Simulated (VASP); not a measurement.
# BeNi3 (Pm-3m) in VASP: single point with LDA

Aim: the single point of BeNi3 with LDA.

All numbers are computed with VASP 6.6.1; they aren't measurements. Logs are shortened: lines on timing, memory, paths and dates and some standing lists are left out, and cuts for length are marked.

### Step 1. The cell of the first run

The structure is cubic, space group Pm-3m (No. 221). The conventional cell has a = 3.419 Å, b = 3.419 Å, c = 3.419 Å, α = 90.00°, β = 90.00°, γ = 90.00°. Be (site symmetry m-3m) has 12 Ni at 2.42 Å within 3.2 Å. Within 3.2 Å of Ni (site symmetry 4/mmm) lie 4 Be at 2.42 Å and 8 Ni at 2.42 Å.

### Step 2. Single point, LDA, collinear spin, ferromagnetic start

Contents of INCAR:

```
ALGO = Normal ; EDIFF = 1E-6
ENCUT = 600 ; GGA_COMPAT = False
ISIF = 2 ; ISMEAR = -1
ISPIN = 2 ; LASPH = True
LCHARG = False ; LMAXMIX = 4
LORBIT = 11 ; LREAL = False
LWAVE = False ; MAGMOM = 0 1.5 1.5 1.5
NBANDS = 40 ; NELM = 200
PREC = Accurate ; SIGMA = 0.1
```

Contents of KPOINTS:

```
k-points
0
Gamma
  6 6 6
```

Contents of POSCAR:

```
BeNi3
1.0
    3.4189360000      0.0000000000      0.0000000000
    0.0000000000      3.4189360000      0.0000000000
    0.0000000000      0.0000000000      3.4189360000
Be Ni
1 3
Direct
    0.0000000000      0.0000000000      0.0000000000
    0.0000000000      0.5000000000      0.5000000000
    0.5000000000      0.0000000000      0.5000000000
    0.5000000000      0.5000000000      0.0000000000
```

Potentials or basis: VASP PAW LDA potentials, release 64 (Be, Ni_sv_GW).

Launch:

```console
cat potpaw_LDA.64/Be/POTCAR potpaw_LDA.64/Ni_sv_GW/POTCAR > POTCAR
mpirun -np 1 vasp_std > vasp.out
```

OUTCAR:

```text
EDIFF = 1E-6
   ENCUT = 600
   ISIF = 2
   ISMEAR = -1
   ISPIN = 2
   LASPH = True
   LORBIT = 11
   LREAL = False
   NELM = 200
   PREC = Accurate

 ion  position               nearest neighbor table
   1  0.000  0.000  0.000-   2 2.42   3 2.42   4 2.42   2 2.42   3 2.42   2 2.42   4 2.42   2 2.42
                             3 2.42   4 2.42   3 2.42   4 2.42
   2  0.000  0.500  0.500-   1 2.42   3 2.42   4 2.42   1 2.42   4 2.42   1 2.42   3 2.42   1 2.42
                             3 2.42   4 2.42   4 2.42   3 2.42
   3  0.500  0.000  0.500-   1 2.42   2 2.42   4 2.42   1 2.42   4 2.42   2 2.42   4 2.42   4 2.42
                             1 2.42   2 2.42   1 2.42   2 2.42
   4  0.500  0.500  0.000-   1 2.42   2 2.42   3 2.42   2 2.42   3 2.42   1 2.42   3 2.42   3 2.42
                             1 2.42   2 2.42   2 2.42   1 2.42

  LATTYP: Found a simple cubic cell.
 ALAT       =     3.4189360000

  Lattice vectors:

 A1 = (   3.4189360000,   0.0000000000,   0.0000000000)
 A2 = (   0.0000000000,   3.4189360000,   0.0000000000)
 A3 = (   0.0000000000,   0.0000000000,   3.4189360000)

Analysis of symmetry for initial positions (statically):
=====================================================================
 Subroutine PRICEL returns:
 Original cell was already a primitive cell.

 Routine SETGRP: Setting up the symmetry group for a
 simple cubic supercell.

 Subroutine GETGRP returns: Found 48 space group operations
 (whereof 48 operations were pure point group operations)
 out of a pool of 48 trial point group operations.

The static configuration has the point symmetry O_h .

Analysis of symmetry for dynamics (positions and initial velocities):
=====================================================================
 Subroutine PRICEL returns:
 Original cell was already a primitive cell.

 Routine SETGRP: Setting up the symmetry group for a
 simple cubic supercell.

 Subroutine GETGRP returns: Found 48 space group operations
 (whereof 48 operations were pure point group operations)
 out of a pool of 48 trial point group operations.

The dynamic configuration has the point symmetry O_h .

Analysis of structural, dynamic, and magnetic symmetry:
=====================================================================
 Subroutine PRICEL returns:
 Original cell was already a primitive cell.

 Routine SETGRP: Setting up the symmetry group for a
 simple cubic supercell.

 Subroutine GETGRP returns: Found 48 space group operations
 (whereof 48 operations were pure point group operations)
 out of a pool of 48 trial point group operations.

The overall configuration has the point symmetry O_h .

 Subroutine INISYM returns: Found 48 space group operations
 (whereof 48 operations are pure point group operations),
 and found     1 'primitive' translations

----------------------------------------------------------------------------------------

                                     Primitive cell

  volume of cell :      39.9644

  direct lattice vectors                    reciprocal lattice vectors
     3.418936000  0.000000000  0.000000000     0.292488657  0.000000000  0.000000000
     0.000000000  3.418936000  0.000000000     0.000000000  0.292488657  0.000000000
     0.000000000  0.000000000  3.418936000     0.000000000  0.000000000  0.292488657

  length of vectors
     3.418936000  3.418936000  3.418936000     0.292488657  0.292488657  0.292488657

  position of ions in fractional coordinates (direct lattice)
     0.000000000  0.000000000  0.000000000
     0.000000000  0.500000000  0.500000000
     0.500000000  0.000000000  0.500000000
     0.500000000  0.500000000  0.000000000

  ion indices of the primitive-cell ions
   primitive index   ion index
                 1           1
                 2           2
                 3           3
                 4           4

----------------------------------------------------------------------------------------

 KPOINTS: k-points

Automatic generation of k-mesh.
 Grid dimensions read from file:
 generate k-points for:    6    6    6

 Generating k-lattice:

  Cartesian coordinates                     Fractional coordinates (reciprocal lattice)
     0.048748110  0.000000000  0.000000000     0.166666667  0.000000000  0.000000000
     0.000000000  0.048748110  0.000000000     0.000000000  0.166666667  0.000000000
     0.000000000  0.000000000  0.048748110     0.000000000  0.000000000  0.166666667

  Length of vectors
     0.048748110  0.048748110  0.048748110

  Shift w.r.t. Gamma in fractional coordinates (k-lattice)
     0.000000000  0.000000000  0.000000000

 Subroutine IBZKPT returns following result:
 ===========================================

 Found     20 irreducible k-points:

 Following reciprocal coordinates:
            Coordinates               Weight
  0.000000  0.000000  0.000000      1.000000
  0.166667  0.000000  0.000000      6.000000
  0.333333  0.000000  0.000000      6.000000
  0.500000  0.000000  0.000000      3.000000
  0.166667  0.166667  0.000000     12.000000
  0.333333  0.166667  0.000000     24.000000
[... 12 lines left out ...]
  0.500000  0.500000  0.333333      6.000000
  0.500000  0.500000  0.500000      1.000000
   k-points           NKPTS =     20   k-points in BZ     NKDIM =     20   number of bands    NBANDS=     40
   number of dos      NEDOS =    301   number of ions     NIONS =      4
   total plane-waves  NPLWV =  21952
   dimension x,y,z NGX =    28 NGY =   28 NGZ =   28
   dimension x,y,z NGXF=    56 NGYF=   56 NGZF=   56
   ions per type =               1   3
   NGX,Y,Z   is equivalent  to a cutoff of  13.62, 13.62, 13.62 a.u.
   NGXF,Y,Z  is equivalent  to a cutoff of  27.23, 27.23, 27.23 a.u.
 SYSTEM =  unknown system
   PREC   = accura    normal or accurate (medium, high low for compatibility)
   ISTART =      0    job   : 0-new  1-cont  2-samecut
   ICHARG =      2    charge: 1-file 2-atom 10-const
   ISPIN  =      2    spin polarized calculation?
   LNONCOLLINEAR =      F non collinear calculations
   LSORBIT =      F    spin-orbit coupling
   LASPH  =      T    aspherical Exc in radial PAW
   ENCUT  =  600.0 eV  44.10 Ry    6.64 a.u.   6.83  6.83  6.83*2*pi/ulx,y,z
   NELM   =    200;   NELMIN=  2; NELMDL= -5     # of ELM steps
   EDIFF  = 0.1E-05   stopping-criterion for ELM
   LREAL  =      F    real-space projection
   EDIFFG = 0.1E-04   stopping-criterion for IOM
   NSW    =      0    number of steps for IOM
   IBRION =     -1    ionic relax: 0-MD 1-quasi-New 2-CG
   NFREE  =      0    steps in history (QN), initial steepest desc. (CG)
   ISIF   =      2    stress and relaxation
   ISYM   =      2    0-nonsym 1-usesym 2-fastsym
   POTIM  = 0.5000    time-step for ionic-motion
   TEBEG  =    0.0;   TEEND  =   0.0 temperature during run
   PSTRESS=    0.0 pullay stress
   NELECT =      56.0000    total number of electrons
   NUPDOWN=      -1.0000    fix difference up-down
   EMIN   =  10.00;   EMAX   =-10.00  energy-range for DOS
   EFERMI =   0.00;   METHOD = LEGACY
   ISMEAR =    -1;   SIGMA  =   0.10  broadening in eV -4-tet -1-fermi 0-gaus
   EFERMI_NEDOS =   21; number of points for ismear=-14 and -15
   IALGO  =     38    algorithm
   IMIX   =      4    mixing-type and parameters
     AMIX     =   0.40;   BMIX     =  1.00
     AMIX_MAG =   1.60;   BMIX_MAG =  1.00
  volume/ion in A,a.u.               =       9.99        67.42
  Fermi-wavevector in a.u.,A,eV,Ry     =   1.831948  3.461880 45.661620  3.356034
  Thomas-Fermi vector in A             =   2.886094
   LORBIT       =     11    0 simple, 1 ext, 2 COOP (PROOUT), +10 PAW based schemes
   GGA     = CA    functional components
   LHFCALC =     F    Hartree Fock is set to
   AEXX    =    0.0000 exact exchange contribution
   IVDW    =     0    specifies the selected vdW correction
   LEPSILON=     F    determine dielectric tensor
   LRPA    =     F    only Hartree local field effects (RPA)
 spin polarized calculation
  energy-cutoff  :      600.00
  volume of cell :       39.96
 maximum number of plane-waves:      1357
 NGX is ok and might be reduce to    28
   NGX = 13   NGY = 13   NGZ = 13

 number of electron      56.0000068 magnetization       0.0196310

 Free energy of the ion-electron system (eV)
  ---------------------------------------------------
  ext. energy  EPLUGINS =         0.00000000
  ---------------------------------------------------
  free energy    TOTEN  =       -27.26556824 eV

  energy without entropy =      -27.09584154  energy(sigma->0) =      -27.18070489

 E-fermi :   7.2903     XC(G=0): -13.6592

 val. band max:        7.2886146334   @ k =   0.5000   0.1667   0.0000
 cond. band min:       7.2971622693   @ k =   0.5000   0.1667   0.0000
 fundamental gap:      0.0085476360
 Fermi energy:         7.2902770538

 spin component 1

 k-point     1 :       0.0000    0.0000    0.0000
  band No.  band energies     occupation
      1     -94.7108      1.00000
      2     -94.6584      1.00000
      3     -94.6584      1.00000
      4     -55.8009      1.00000
      5     -55.8009      1.00000
      6     -55.8009      1.00000
[... 32 lines left out ...]
     39      23.5509      0.00000
     40      23.5509      0.00000

 k-point     2 :       0.1667    0.0000    0.0000
  band No.  band energies     occupation
      1     -94.7074      1.00000
      2     -94.6606      1.00000
      3     -94.6579      1.00000
      4     -55.7924      1.00000
      5     -55.7924      1.00000
      6     -55.7859      1.00000
[... 763 lines left out ...]
     39      28.6645      0.00000
     40      29.1627      0.00000

 k-point    20 :       0.5000    0.5000    0.5000
  band No.  band energies     occupation
      1     -94.6751      1.00000
      2     -94.6751      1.00000
      3     -94.6751      1.00000
      4     -55.8710      1.00000
      5     -55.7759      1.00000
      6     -55.7759      1.00000
[... 32 lines left out ...]
     39      30.8481      0.00000
     40      31.1436      0.00000
 Fermi energy:         7.2902770538

 spin component 2

 k-point     1 :       0.0000    0.0000    0.0000
  band No.  band energies     occupation
      1     -94.7028      1.00000
      2     -94.6504      1.00000
      3     -94.6504      1.00000
      4     -55.7931      1.00000
      5     -55.7931      1.00000
      6     -55.7931      1.00000
[... 32 lines left out ...]
     39      23.5519      0.00000
     40      23.5519      0.00000

 k-point     2 :       0.1667    0.0000    0.0000
  band No.  band energies     occupation
      1     -94.6994      1.00000
      2     -94.6526      1.00000
      3     -94.6499      1.00000
      4     -55.7845      1.00000
      5     -55.7845      1.00000
      6     -55.7781      1.00000
[... 763 lines left out ...]
     39      28.6764      0.00000
     40      29.1634      0.00000

 k-point    20 :       0.5000    0.5000    0.5000
  band No.  band energies     occupation
      1     -94.6670      1.00000
      2     -94.6670      1.00000
      3     -94.6670      1.00000
      4     -55.8629      1.00000
      5     -55.7684      1.00000
      6     -55.7684      1.00000
[... 32 lines left out ...]
     39      31.0505      0.00000
     40      31.1443      0.00000

------------------------ aborting loop because EDIFF is reached ----------------------------------------

  FORCE on cell =-STRESS in cart. coord.  units (eV):
  Direction    XX          YY          ZZ          XY          YZ          ZX
  --------------------------------------------------------------------------------------
  -------------------------------------------------------------------------------------
  Total       -3.7111917     -3.7111917     -3.7111917     -0.0000000     -0.0000000     -0.0000000
  in kB     -148.7822285   -148.7822285   -148.7822285     -0.0000000     -0.0000000     -0.0000000
  external PRESSURE =    -148.7822285 kB  Pullay stress =       0.0000000 kB

 VOLUME and BASIS-vectors are now :
 -----------------------------------------------------------------------------
  energy-cutoff  :      600.00
  volume of cell :       39.96
      direct lattice vectors                 reciprocal lattice vectors
     3.418936000  0.000000000  0.000000000     0.292488657  0.000000000  0.000000000
     0.000000000  3.418936000  0.000000000     0.000000000  0.292488657  0.000000000
     0.000000000  0.000000000  3.418936000     0.000000000  0.000000000  0.292488657

 POSITION                                       TOTAL-FORCE (eV/Angst)
 -----------------------------------------------------------------------------------
      0.00000      0.00000      0.00000         0.000000      0.000000      0.000000
      0.00000      1.70947      1.70947         0.000000      0.000000      0.000000
      1.70947      0.00000      1.70947         0.000000      0.000000      0.000000
      1.70947      1.70947      0.00000         0.000000      0.000000      0.000000
 -----------------------------------------------------------------------------------
    total drift:                                0.000000      0.000000      0.000000

  FREE ENERGIE OF THE ION-ELECTRON SYSTEM (eV)
  ---------------------------------------------------
  free  energy   TOTEN  =       -27.2655682353 eV

  energy  without entropy=      -27.0958415433  energy(sigma->0) =      -27.18070489

 total charge

# of ion       s       p       d       f       tot
--------------------------------------------------
    1        0.396   0.580   0.000   0.000   0.976
    2        2.254   6.328   7.844   0.005  16.431
    3        2.254   6.328   7.844   0.005  16.431
    4        2.254   6.328   7.844   0.005  16.431
--------------------------------------------------
tot          7.157  19.563  23.533   0.015  50.268

 magnetization (x)

# of ion       s       p       d       f       tot
--------------------------------------------------
    1       -0.000  -0.000   0.000   0.000  -0.000
    2       -0.000  -0.000   0.007  -0.000   0.007
    3       -0.000  -0.000   0.007  -0.000   0.007
    4       -0.000  -0.000   0.007  -0.000   0.007
--------------------------------------------------
tot         -0.000  -0.000   0.021  -0.000   0.020
```

It took 63 s on 1 thread of Intel Xeon 6975P-C (Granite Rapids), shared host; peak memory 0.19 GiB.

What came out:

- Free energy: -27.2656 eV
- Pressure: -14.9 GPa
- Band gap on the k mesh: zero (filled and empty bands overlap)
- Net moment: 0.02 μB per cell
- Valence electrons inside the program's atomic spheres: Be 0.98; Ni 16.43

Caveat: the cell stands under tension.
